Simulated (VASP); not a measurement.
Wanted: the native input for a VASP 6.6.1 run.

```yaml
Task: single point
Functional: PBE
Potentials_or_basis: VASP PAW PBE potentials, release 64 (Ti_sv, C)
Cutoff: 600 eV
k_mesh: 3 × 3 × 3
Occupations: methfessel-paxton, width 0.1 eV
Spin: no spin polarisation
Dipole_correction: no
Further_INCAR_settings: ALGO = Normal; EDIFF = 1e-06; NBANDS = 15
```

The structure of TiC lies in POSCAR:

```
TiC
1.0
    0.0000000000      2.1593000000      2.1593000000
    2.1593000000      0.0000000000      2.1593000000
    2.1593000000      2.1593000000      0.0000000000
Ti C
1 1
Direct
    0.0000000000      0.0000000000      0.0000000000
    0.5000000000      0.5000000000      0.5000000000
```

These files were run (other wordings do the same):

INCAR

```
PREC = Accurate
ENCUT = 600
EDIFF = 1E-6
ISMEAR = 1
SIGMA = 0.1
LREAL = False
LASPH = True
NELM = 120
ALGO = Normal
ISIF = 2
LWAVE = False
LCHARG = True
GGA = PE
LELF = True
LVHAR = True
NBANDS = 15
GGA_COMPAT = False
```

KPOINTS

```
regular mesh
0
Gamma
  3 3 3
```

Potentials or basis: VASP PAW PBE potentials, release 64 (Ti_sv, C).

The run is started by

```sh
$ cat potpaw_PBE.64/Ti_sv/POTCAR potpaw_PBE.64/C/POTCAR > POTCAR
$ mpirun -np 1 vasp_std > vasp.out
```

It gave:

```yaml
Pressure: 3.5 GPa
Band_gap_on_the_k_mesh: zero (bands 8 and 9 overlap by 1.06 eV)
```

Caveat: the k points lie up to 0.84 Å⁻¹ apart, too coarse for converged energies and pressures of a metal.

Wall time 4.5 s on 1 thread of Intel(R) Xeon(R) Platinum 8259CL CPU @ 2.50GHz (Skylake/Cascade Lake), with other jobs on the host, peak memory 0.13 GiB.
